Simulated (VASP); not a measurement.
Crystal: NaFeN.

```
CELL_PARAMETERS angstrom
2.97385 0.00000 0.00000
-1.48692 2.57543 0.00000
0.00000 0.00000 9.73272
ATOMIC_POSITIONS crystal
Na 0.66667 0.33333 0.76081
Na 0.33333 0.66667 0.26081
Fe 0.00000 0.00000 0.51824
Fe 0.00000 0.00000 0.01824
N 0.33333 0.66667 0.56559
N 0.66667 0.33333 0.06559
```

Base run:

| Quantity | Value |
| --- | --- |
| Program | VASP 6.6.1 |
| Functional | PBE |
| Potentials or basis | VASP PAW PBE potentials, release 64 (Na_pv, Fe, N) |
| Cutoff | 520 eV |
| k mesh | 12 × 12 × 4 |
| Occupations | gaussian, width 0.01 eV |
| Spin | no spin polarisation |

Its results: band gap on the k mesh 0.33 eV (least direct gap 0.67 eV); pressure 4.9 GPa; largest force 0.291 eV/Å.

Question: The run is repeated on the same cell with these changes: functional from PBE to r2SCAN. What comes out?

Answer: Band gap on the k mesh 0.53 eV (least direct gap 0.92 eV); pressure 1.3 GPa; largest force 0.194 eV/Å.

Caveats: semilocal functionals underestimate gaps, and a narrow one can read as zero; the cell stands under pressure (at least some runs); the PAW data sets were made with another functional, which shifts forces and pressure a little (at least some runs).

A k mesh can miss the band edges.
